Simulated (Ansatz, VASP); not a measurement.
Two plane-wave programs on Al

```
CELL_PARAMETERS angstrom
-1.60644 1.60644 -1.60644
-1.60644 -1.60644 1.60644
0.00000 6.31969 6.31969
ATOMIC_POSITIONS crystal
Al 0.00000 0.00000 0.88969
Al 0.50000 0.50000 0.12710
Al 0.00000 0.00000 0.38129
Al 0.50000 0.50000 0.63549
```

Alike in both runs: task single point; functional PBEsol; k mesh 22 × 22 × 7; occupations gaussian, width 0.15 eV; no spin polarisation.

|  | VASP | Ansatz |
| --- | --- | --- |
| version | VASP 6.6.1 | Ansatz 0.2.0 |
| potentials or method | VASP PAW PBE potentials, release 64 (Al), cutoff 520 eV | scalar-relativistic, plane waves, PAW |
| valence electrons in the cell | 12 | 12 |

|  | VASP | Ansatz | Ansatz less VASP |
| --- | --- | --- | --- |
| gap on the k mesh at the Fermi level (eV) | none | none | - |
| pressure (GPa) | 1.5 | 1.4 | -0.07 |
| traceless stress, the component that is largest in VASP (GPa) | 1.23 | 1.23 | -0.008 |
| rms of the force components (eV/Å) | 0.194 | 0.193 | -0.0009 |

VASP's potentials were made for PBE, not for PBEsol. Atom by atom the forces differ by 0.001 eV/Å (rms over components). A gap of «none» marks a metal or a gap that the smearing closes. With one functional, cell and mesh, what is left measures potentials, basis and numerics.
